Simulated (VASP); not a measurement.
MgSn2O3, 6 atoms in the cell. Symmetry: R-3m, No. 166, trigonal system. The conventional cell has a = 5.348 Å, b = 5.348 Å, c = 11.601 Å, α = 90.00°, β = 90.00°, γ = 120.00°. Within 3.3 Å of Mg (site symmetry -3m) lie 6 O at 2.47 Å and 6 Sn at 3.12 Å. Sn (site symmetry 3m) has 9 O at 2.83 to 3.07 Å and 4 Sn at 3.00 to 3.21 Å and 3 Mg at 3.12 Å within 3.7 Å. O (site symmetry 2/m) has 2 Mg at 2.47 Å and 4 O at 2.67 Å and 6 Sn at 2.83 to 3.07 Å within 3.3 Å. The cell was generated, and may not be a known phase.

```yaml
Program: VASP 6.6.1
Task: relaxation of cell and atoms
Functional: PBE
Potentials_or_basis: VASP PAW PBE potentials, release 64 (Mg, Sn_d, O)
Cutoff: 600 eV
k_mesh: 6 × 6 × 6
Occupations: gaussian, width 0.1 eV
Spin: no spin polarisation
Dipole_correction: no
Further_INCAR_settings: ALGO = Normal; EDIFF = 1e-06; IBRION = 2; EDIFFG = -0.04; NSW = 90; ISIF = 3
```

Potentials or basis: VASP PAW PBE potentials, release 64 (Mg, Sn_d, O).

Run with:

```console
$ cat potpaw_PBE.64/Mg/POTCAR potpaw_PBE.64/Sn_d/POTCAR potpaw_PBE.64/O/POTCAR > POTCAR
$ mpirun -np 1 vasp_std > vasp.out
```

Hardware: 1 thread of AMD EPYC 9R45 96-Core Processor (Zen 5) (shared host).

Task: How long does it take, and how much memory?

Result: Wall time 12 min on 1 thread of AMD EPYC 9R45 96-Core Processor (Zen 5), on a shared host, peak memory 0.29 GiB. Counts: scf iterations 136, k points 32, ion steps 15.
